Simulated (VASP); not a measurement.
Runs of VASP 6.6.1 on Ga3Te2O. The structure is that of space group P6/mmm (No. 191), or close to it. The cells are those of the table. The cell was generated, and may not be a known phase.

```tsv
task	cell	k mesh	cutoff (eV)	gap on the mesh (eV)	pressure (GPa)	relaxed volume (Å³/atom)
relaxation of cell and atoms	relaxed from a = 6.476, b = 6.476, c = 3.555 Å, angles 90.0, 90.0, 120.0°, 6 atoms	3 × 3 × 6	600	none	-0.1	(a)
single point	a = 6.476, b = 6.476, c = 3.555 Å, angles 90.0, 90.0, 120.0°, 6 atoms	3 × 3 × 6	520	none	19.3	-
single point	a = 6.855, b = 6.855, c = 4.233 Å, angles 90.0, 90.0, 120.0°, 6 atoms	3 × 3 × 6	520	none	0.0	-
relaxation of cell and atoms	relaxed from a = 6.855, b = 6.855, c = 4.233 Å, angles 90.0, 90.0, 120.0°, 6 atoms	6 × 6 × 10	600	none	0.0	28.97
single point	a = 6.915, b = 6.915, c = 4.192 Å, angles 90.0, 90.0, 120.0°, 6 atoms	6 × 6 × 10	520	none	0.0	-
```

Alike in all rows: level PBE; potentials or basis VASP PAW PBE potentials, release 64 (Ga_d, Te, O); no spin polarisation; smearing gaussian 0.1 eV.

Question: Fill in the values left out.

Answer: (a) 28.83.

Caveats: some runs use coarse meshes; spin-orbit coupling is left out, which moves the levels of the heavy elements; an odd number of electrons without spin polarisation forces a metal; a magnetic or distorted state may lie lower; the volume moved by over 15 % at a fixed basis, so the end points are rough (at least some runs).

A k mesh can miss the band edges, and the runs leave out spin-orbit coupling on Ga, Te.

A gap of «none» marks levels without a gap at the run's occupations.
